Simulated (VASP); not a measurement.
Wanted: the native input for a VASP 6.6.1 run.

| Quantity | Value |
| --- | --- |
| Task | single point |
| Functional | LDA |
| Potentials or basis | VASP PAW LDA potentials, release 64 (Te) |
| Cutoff | 520 eV |
| k mesh | 11 × 11 × 6 |
| Occupations | fermi-dirac, width 0.1 eV |
| Spin | no spin polarisation |
| Dipole correction | no |
| Further INCAR settings | ALGO = Normal; EDIFF = 1e-06; NBANDS = 13 |

The structure of Te lies in POSCAR:

```
Te
1.0
    3.8884201418      0.0000000000      0.0000000000
   -1.9442100709      3.3674706234      0.0000000000
    0.0000000000      0.0000000000      4.4032808466
Te
2
Direct
    0.3333333333      0.6666666667      0.2500000000
    0.6666666667      0.3333333333      0.7500000000
```

This isn't the form of Te at room conditions, which is trigonal, of chains.

One way to write it, as run:

INCAR

```
PREC = Accurate
ENCUT = 520
EDIFF = 1E-6
ISMEAR = -1
SIGMA = 0.1
LREAL = F
LASPH = T
NELM = 100
ALGO = Normal
ISIF = 2
LWAVE = F
LCHARG = F
NBANDS = 13
```

KPOINTS

```
Automatic mesh
0
Gamma
  11 11 6
```

Potentials or basis: VASP PAW LDA potentials, release 64 (Te).

The run is started by

```sh
$ cat potpaw_LDA.64/Te/POTCAR > POTCAR
$ mpirun -np 1 vasp_std > vasp.out
```

It gave:

- Pressure: 0.1 GPa
- Band gap on the k mesh: zero (bands 6 and 7 overlap by 2.50 eV)

Caveat: spin-orbit coupling is left out, which moves the levels of the heavy elements.

Wall time 27 s on 1 thread of Intel(R) Xeon(R) Platinum 8488C (Sapphire Rapids) (shared host), peak memory 0.18 GiB.
